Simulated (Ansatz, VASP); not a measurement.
# Two plane-wave programs on GdN

```
Gd N
1.0
     4.29352    0.00000    0.00000
     0.00000    4.29352    0.00000
     0.00000    0.00000    3.56729
Gd N
2 2
Cartesian
  2.1468 0.0000 0.8871
  0.0000 2.1468 2.6802
  0.0000 0.0000 0.0000
  2.1468 2.1468 0.0000
```

Alike in both runs: task single point; functional RPBE; k mesh 8 × 8 × 10; occupations gaussian, width 0.05 eV; collinear spin.

|  | VASP | Ansatz |
| --- | --- | --- |
| version | VASP 6.6.1 | Ansatz 0.2.0 |
| potentials or method | VASP PAW PBE potentials, release 64 (Gd, N), cutoff 520 eV | scalar-relativistic, plane waves, PAW |
| valence electrons in the cell | 46 | 46 |

|  | VASP | Ansatz | Ansatz less VASP |
| --- | --- | --- | --- |
| pressure (GPa) | 3.2 | 3.1 | -0.15 |
| traceless stress, the component that is largest in VASP (GPa) | -0.73 | -0.54 | +0.190 |
| rms of the force components (eV/Å) | 0.041 | 0.034 | -0.0076 |
| net moment per atom (μB) | 0.00 | 0.00 | 0.000 |
| size of the moment on the site where the two differ most (μB) | 6.73 | 6.76 | +0.023 |

VASP's potentials were made for PBE, not for RPBE. Site moments also hang on the region over which each program counts them. Atom by atom the forces differ by 0.008 eV/Å (rms over components).

Neither program's run includes spin-orbit coupling.
